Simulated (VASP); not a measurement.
# Si2C (P6_3/mmc) in VASP: a series of runs, part 2 of 2

VASP 6.6.1. The steps go on from the part before.

## (3) Relaxation of cell and atoms, PBE

This run uses another cell than the first one, of 10.93 Å³/atom, 0.922 times its volume.

Input file INCAR:

```
PREC = Accurate
ENCUT = 600
EDIFF = 1E-7
ISMEAR = 0
SIGMA = 0.1
LREAL = F
LASPH = T
NELM = 60
ALGO = Normal
ISIF = 3
LWAVE = F
LCHARG = F
GGA = PE
IBRION = 2
NSW = 100
EDIFFG = -0.01
```

Input file KPOINTS:

```
regular mesh
0
Gamma
  12 12 4
```

Input file POSCAR:

```
Si2C
1.0
    2.9306235838      0.0000000000      0.0000000000
   -1.4653117919      2.5379944725      0.0000000000
    0.0000000000      0.0000000000      8.8170599437
Si C
4 2
Direct
    0.3333333333      0.6666666667      0.6128447851
    0.6666666667      0.3333333333      0.1128447851
    0.3333333333      0.6666666667      0.8871552149
    0.6666666667      0.3333333333      0.3871552149
    0.3333333333      0.6666666667      0.2500000000
    0.6666666667      0.3333333333      0.7500000000
```

Potentials or basis: VASP PAW PBE potentials, release 64 (Si, C).

Command:

```sh
> cat potpaw_PBE.64/Si/POTCAR potpaw_PBE.64/C/POTCAR > POTCAR
> mpirun -np 1 vasp_std > vasp.out
```

OUTCAR:

```text
PREC = Accurate
   ENCUT = 600
   EDIFF = 1E-7
   ISMEAR = 0
   LREAL = F
   LASPH = T
   NELM = 60
   ISIF = 3
   GGA = PE
   IBRION = 2
   NSW = 100
   EDIFFG = -0.01

 ion  position               nearest neighbor table
   1  0.333  0.667  0.613-   6 2.08   6 2.08   6 2.08   3 2.42   4 2.61   4 2.61   4 2.61
   2  0.667  0.333  0.113-   5 2.08   5 2.08   5 2.08   4 2.42   3 2.61   3 2.61   3 2.61
   3  0.333  0.667  0.887-   6 2.08   6 2.08   6 2.08   1 2.42   2 2.61   2 2.61   2 2.61
   4  0.667  0.333  0.387-   5 2.08   5 2.08   5 2.08   2 2.42   1 2.61   1 2.61   1 2.61
   5  0.333  0.667  0.250-   2 2.08   4 2.08   2 2.08   4 2.08   2 2.08   4 2.08
   6  0.667  0.333  0.750-   1 2.08   3 2.08   1 2.08   3 2.08   1 2.08   3 2.08

  LATTYP: Found a hexagonal cell.
 ALAT       =     2.9306235838
 C/A-ratio  =     3.0085951647

  Lattice vectors:

 A1 = (   2.9306235838,   0.0000000000,   0.0000000000)
 A2 = (  -1.4653117919,   2.5379944725,   0.0000000000)
 A3 = (   0.0000000000,   0.0000000000,   8.8170599437)

Analysis of symmetry for initial positions (statically):
=====================================================================
 Subroutine PRICEL returns:
 Original cell was already a primitive cell.

 Routine SETGRP: Setting up the symmetry group for a
 hexagonal supercell.

 Subroutine GETGRP returns: Found 24 space group operations
 (whereof 12 operations were pure point group operations)
 out of a pool of 24 trial point group operations.

The static configuration has the point symmetry D_3d.
 The point group associated with its full space group is D_6h.

Analysis of symmetry for dynamics (positions and initial velocities):
=====================================================================
 Subroutine PRICEL returns:
 Original cell was already a primitive cell.

 Routine SETGRP: Setting up the symmetry group for a
 hexagonal supercell.

 Subroutine GETGRP returns: Found 24 space group operations
 (whereof 12 operations were pure point group operations)
 out of a pool of 24 trial point group operations.

The dynamic configuration has the point symmetry D_3d.
 The point group associated with its full space group is D_6h.

 Subroutine INISYM returns: Found 24 space group operations
 (whereof 12 operations are pure point group operations),
 and found     1 'primitive' translations

----------------------------------------------------------------------------------------

                                     Primitive cell

  volume of cell :      65.5805

  direct lattice vectors                    reciprocal lattice vectors
     2.930623584  0.000000000  0.000000000     0.341224307  0.197005945  0.000000000
    -1.465311792  2.537994472  0.000000000     0.000000000  0.394011890  0.000000000
     0.000000000  0.000000000  8.817059944     0.000000000  0.000000000  0.113416491

  length of vectors
     2.930623584  2.930623584  8.817059944     0.394011890  0.394011890  0.113416491

  position of ions in fractional coordinates (direct lattice)
     0.333333333  0.666666667  0.612844785
     0.666666667  0.333333333  0.112844785
     0.333333333  0.666666667  0.887155215
     0.666666667  0.333333333  0.387155215
     0.333333333  0.666666667  0.250000000
     0.666666667  0.333333333  0.750000000

  ion indices of the primitive-cell ions
[... 58 lines left out ...]
  0.250000  0.000000  0.250000     12.000000
  0.333333  0.000000  0.250000     12.000000
 [... further k-points ...]
   k-points           NKPTS =     57   k-points in BZ     NKDIM =     57   number of bands    NBANDS=     16
   number of dos      NEDOS =    301   number of ions     NIONS =      6
   total plane-waves  NPLWV =  40320
   dimension x,y,z NGX =    24 NGY =   24 NGZ =   70
   dimension x,y,z NGXF=    48 NGYF=   48 NGZF=  140
   ions per type =               4   2
   NGX,Y,Z   is equivalent  to a cutoff of  13.61, 13.61, 13.20 a.u.
   NGXF,Y,Z  is equivalent  to a cutoff of  27.23, 27.23, 26.40 a.u.
 SYSTEM =  unknown system
   PREC   = accura    normal or accurate (medium, high low for compatibility)
   ISTART =      0    job   : 0-new  1-cont  2-samecut
   ICHARG =      2    charge: 1-file 2-atom 10-const
   ISPIN  =      1    spin polarized calculation?
   LNONCOLLINEAR =      F non collinear calculations
   LSORBIT =      F    spin-orbit coupling
   LASPH  =      T    aspherical Exc in radial PAW
   ENCUT  =  600.0 eV  44.10 Ry    6.64 a.u.   5.85  5.85 17.61*2*pi/ulx,y,z
   NELM   =     60;   NELMIN=  2; NELMDL= -5     # of ELM steps
   EDIFF  = 0.1E-06   stopping-criterion for ELM
   LREAL  =      F    real-space projection
   EDIFFG = -.1E-01   stopping-criterion for IOM
   NSW    =    100    number of steps for IOM
   IBRION =      2    ionic relax: 0-MD 1-quasi-New 2-CG
   NFREE  =      1    steps in history (QN), initial steepest desc. (CG)
   ISIF   =      3    stress and relaxation
   ISYM   =      2    0-nonsym 1-usesym 2-fastsym
   POTIM  = 0.5000    time-step for ionic-motion
   TEBEG  =    0.0;   TEEND  =   0.0 temperature during run
   PSTRESS=    0.0 pullay stress
   NELECT =      24.0000    total number of electrons
   NUPDOWN=      -1.0000    fix difference up-down
   EMIN   =  10.00;   EMAX   =-10.00  energy-range for DOS
   EFERMI =   0.00;   METHOD = LEGACY
   ISMEAR =     0;   SIGMA  =   0.10  broadening in eV -4-tet -1-fermi 0-gaus
   EFERMI_NEDOS =   21; number of points for ismear=-14 and -15
   IALGO  =     38    algorithm
   IMIX   =      4    mixing-type and parameters
     AMIX     =   0.40;   BMIX     =  1.00
     AMIX_MAG =   1.60;   BMIX_MAG =  1.00
  volume/ion in A,a.u.               =      10.93        73.76
  Fermi-wavevector in a.u.,A,eV,Ry     =   1.170992  2.212853 18.656596  1.371221
  Thomas-Fermi vector in A             =   2.307442
   LORBIT       =      0    0 simple, 1 ext, 2 COOP (PROOUT), +10 PAW based schemes
   GGA     = PE    functional components
   LHFCALC =     F    Hartree Fock is set to
   AEXX    =    0.0000 exact exchange contribution
   IVDW    =     0    specifies the selected vdW correction
   LEPSILON=     F    determine dielectric tensor
   LRPA    =     F    only Hartree local field effects (RPA)
 conjugate gradient relaxation of ions
 non-spin polarized calculation
 Gauss-broadening in eV      SIGMA  =   0.10
  energy-cutoff  :      600.00
  volume of cell :       65.58
 maximum number of plane-waves:      2220
 NGX is ok and might be reduce to    24
   NGX = 11   NGY = 11   NGZ = 35

--------------------------------------- Ionic step        1  -------------------------------------------

 number of electron      24.0000003 magnetization

 Free energy of the ion-electron system (eV)
  ---------------------------------------------------
  ext. energy  EPLUGINS =         0.00000000
  ---------------------------------------------------
  free energy    TOTEN  =       -36.20032004 eV

  energy without entropy =      -36.19530994  energy(sigma->0) =      -36.19781499

------------------------ aborting loop because EDIFF is reached ----------------------------------------

  FORCE on cell =-STRESS in cart. coord.  units (eV):
  Direction    XX          YY          ZZ          XY          YZ          ZX
  --------------------------------------------------------------------------------------
  -------------------------------------------------------------------------------------
  Total       -0.5313147     -0.5313147      0.6005555      0.0000000      0.0000000      0.0000000
  in kB      -12.9803945    -12.9803945     14.6719964      0.0000000      0.0000000      0.0000000
  external PRESSURE =      -3.7629309 kB  Pullay stress =       0.0000000 kB
[... 147 lines left out ...]
--------------------------------------- Ionic step        5  -------------------------------------------

 number of electron      24.0000003 magnetization

 Free energy of the ion-electron system (eV)
  ---------------------------------------------------
  ext. energy  EPLUGINS =         0.00000000
  ---------------------------------------------------
  free energy    TOTEN  =       -36.20283937 eV

  energy without entropy =      -36.19831660  energy(sigma->0) =      -36.20057798

 E-fermi :  11.1183     XC(G=0): -11.7595

 val. band max:       11.0943545252   @ k =   0.2500   0.1667   0.5000
 cond. band min:      11.1975405880   @ k =   0.1667   0.0833   0.0000
 fundamental gap:      0.1031860628
 Fermi energy:        11.1182626714

 k-point     1 :       0.0000    0.0000    0.0000
  band No.  band energies     occupation
      1      -6.2515      2.00000
      2      -5.5711      2.00000
      3      -2.3965      2.00000
      4       1.4969      2.00000
      5       1.6700      2.00000
      6       8.2616      2.00000
[... 433 lines left out ...]
      3       0.3131      2.00000
      4       2.2489      2.00000
      5       2.9210      2.00000
      6       3.2431      2.00000
[... 8 lines left out ...]
     15      13.8410      0.00000
     16      13.9195      0.00000

 [... further k-points ...]
[... 5 lines left out ...]
  --------------------------------------------------------------------------------------
  -------------------------------------------------------------------------------------
  Total        0.0246869      0.0246869      0.0304099     -0.0000000      0.0000000      0.0000000
  in kB        0.6048966      0.6048966      0.7451234     -0.0000000      0.0000000      0.0000000
  external PRESSURE =       0.6516388 kB  Pullay stress =       0.0000000 kB
[... 21 lines left out ...]
  FREE ENERGIE OF THE ION-ELECTRON SYSTEM (eV)
  ---------------------------------------------------
  free  energy   TOTEN  =       -36.2028393654 eV

  energy  without entropy=      -36.1983165956  energy(sigma->0) =      -36.20057798

 reached required accuracy - stopping structural energy minimisation
```

OSZICAR:

```text
N       E                     dE             d eps       ncg     rms          rms(c)
DAV:   1     0.667494163573E+02    0.66749E+02   -0.12118E+04  1824   0.150E+03
DAV:   2    -0.338861095216E+02   -0.10064E+03   -0.98683E+02  2528   0.208E+02
DAV:   3    -0.383929324648E+02   -0.45068E+01   -0.44882E+01  2480   0.453E+01
DAV:   4    -0.384473735912E+02   -0.54441E-01   -0.54406E-01  2384   0.513E+00
[... 38 lines left out ...]
DAV:   2    -0.362028431495E+02   -0.74993E-05   -0.34181E-04  2488   0.119E-01    0.265E-02
DAV:   3    -0.362028411041E+02    0.20455E-05   -0.89917E-06  2120   0.216E-02    0.141E-02
DAV:   4    -0.362028396719E+02    0.14322E-05   -0.19768E-06  2360   0.831E-03    0.177E-03
DAV:   5    -0.362028394549E+02    0.21699E-06   -0.20368E-07  1512   0.273E-03    0.949E-04
DAV:   6    -0.362028393654E+02    0.89424E-07   -0.11471E-07  1064   0.210E-03
   5 F= -.36202839E+02 E0= -.36200578E+02  d E =-.214767E-03
```

It took 3.1 min on 1 thread of Intel Xeon 6975P-C, shared host; peak memory 0.23 GiB.

Results:

```
Free energy                            : -36.2028 eV
Relaxed volume                         : 10.90 Å³/atom
Relaxed cell                           : a = 2.923 Å, b = 2.923 Å, c = 8.838 Å, α = 90.00°, β = 90.00°, γ = 120.00°
Space group after relaxing (to 0.05 Å) : P6_3/mmc (No. 194)
Energy gained by relaxing              : 0.4 meV/atom
Ionic steps                            : 5
Pressure after relaxing                : 0.1 GPa
Largest force after relaxing           : 0.003 eV/Å
Band gap on the k mesh                 : zero (band 12 reaches 15.26 eV, above the bottom of band 13 at 7.86 eV)
```

Forces in eV/Å, atoms in the order of the input:
```
Si   0.000  0.000  0.003
Si   0.000  0.000  0.003
Si   0.000  0.000 -0.003
Si   0.000  0.000 -0.003
C    0.000  0.000  0.000
C    0.000  0.000  0.000
```

The path:
```csv
step,energy change (eV),largest force (eV/Å),pressure (GPa),volume (Å³)
1,0.0000,0.0608,-0.38,65.58
2,-0.0009,0.0688,0.03,65.34
3,-0.0023,0.0646,-0.16,65.44
4,-0.0022,0.0744,0.35,65.32
5,-0.0025,0.0035,0.07,65.39
```

Final structure:
```cif
data_structure
_symmetry_space_group_name_H-M 'P 1'
_symmetry_Int_Tables_number 1
_cell_length_a 2.9228
_cell_length_b 2.9228
_cell_length_c 8.8383
_cell_angle_alpha 90.000
_cell_angle_beta 90.000
_cell_angle_gamma 120.000
_cell_volume 65.39
loop_
_atom_site_label
_atom_site_type_symbol
_atom_site_fract_x
_atom_site_fract_y
_atom_site_fract_z
_atom_site_occupancy
Si1 Si 0.33333 0.66667 0.61319 1
Si2 Si 0.66667 0.33333 0.11319 1
Si3 Si 0.33333 0.66667 0.88681 1
Si4 Si 0.66667 0.33333 0.38681 1
C1 C 0.33333 0.66667 0.25000 1
C2 C 0.66667 0.33333 0.75000 1
```
